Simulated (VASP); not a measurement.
Write the native input for VASP 6.6.1 that does the following.

- Task: single point
- Functional: PBEsol
- Potentials or basis: VASP PAW PBE potentials, release 64 (Cr_pv)
- Cutoff: 520 eV
- k mesh: 18 × 18 × 18
- Occupations: methfessel-paxton, width 0.1 eV
- Spin: no spin polarisation
- Dipole correction: no
- Further INCAR settings: ALGO = Fast; EDIFF = 1e-06; NBANDS = 19

The structure of Cr lies in POSCAR:

```
Cr
1.0
    2.8283655060      0.0000000000      0.0000000000
    0.0000000000      2.8283655060      0.0000000000
    0.0000000000      0.0000000000      2.8072583007
Cr
2
Direct
    0.0000000000      0.0000000000      0.0000000000
    0.5000000000      0.5000000000      0.5000000000
```

The input as run:

INCAR

```
  ALGO = Fast
  EDIFF = 1E-6
  ENCUT = 520
  GGA = PS
  ISIF = 2
  ISMEAR = 1
  LASPH = True
  LCHARG = False
  LREAL = False
  LWAVE = False
  NBANDS = 19
  NELM = 60
  PREC = Accurate
  SIGMA = 0.1
```

KPOINTS

```
k-points
0
Gamma
  18 18 18
```

Potentials or basis: VASP PAW PBE potentials, release 64 (Cr_pv).

Run with:

```console
$ cat potpaw_PBE.64/Cr_pv/POTCAR > POTCAR
$ mpirun -np 1 vasp_std > vasp.out
```

It gave:

* Pressure: -2.8 GPa
* Band gap on the k mesh: zero (band 12 reaches 12.43 eV, above the bottom of band 13 at 10.79 eV)

Caveat: the PAW data sets were made with another functional, which shifts forces and pressure a little; the run has no spin polarisation, though such a crystal can be magnetic.

Run time: 110 s on 1 thread of Intel(R) Xeon(R) Platinum 8488C (Sapphire Rapids) (shared host), peak memory 0.29 GiB.
